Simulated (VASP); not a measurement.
Input of a VASP 6.6.1 run:

File INCAR:

```
ALGO     = Normal         # electronic algorithm
EDIFF    = 1E-6           # SCF threshold, eV
ENCUT    = 600            # plane-wave cutoff, eV
GGA      = PE             # functional
GGA_COMPAT= F            
ISIF     = 2              # what is computed and relaxed
ISMEAR   = 1              # smearing method
LASPH    = T              # aspherical terms in the spheres
LCHARG   = F              # write CHGCAR
LREAL    = F              # projectors in reciprocal space
LWAVE    = F              # write WAVECAR
NBANDS   = 11             # bands
NELM     = 120            # most SCF steps
PREC     = Accurate       # precision mode
SIGMA    = 0.1            # smearing width, eV
```

Contents of KPOINTS:

```
k-points
0
Gamma
  8 8 8
```

The input POSCAR:

```
AlN
1.0
    0.0000000000      2.1869453360      2.1869453360
    2.1869453360      0.0000000000      2.1869453360
    2.1869453360      2.1869453360      0.0000000000
Al N
1 1
Direct
    0.0000000000      0.0000000000      0.0000000000
    0.7500000000      0.7500000000      0.7500000000
```

Potentials or basis: VASP PAW PBE potentials, release 64 (Al, N).

Command:

```sh
$ cat potpaw_PBE.64/Al/POTCAR potpaw_PBE.64/N/POTCAR > POTCAR
$ mpirun -np 1 vasp_std > vasp.out
```

Estimate the pressure.

3.6 GPa.

Predict the band gap on the k mesh.

3.32 eV, indirect (least direct gap 4.16 eV).

A k mesh can miss the band edges.
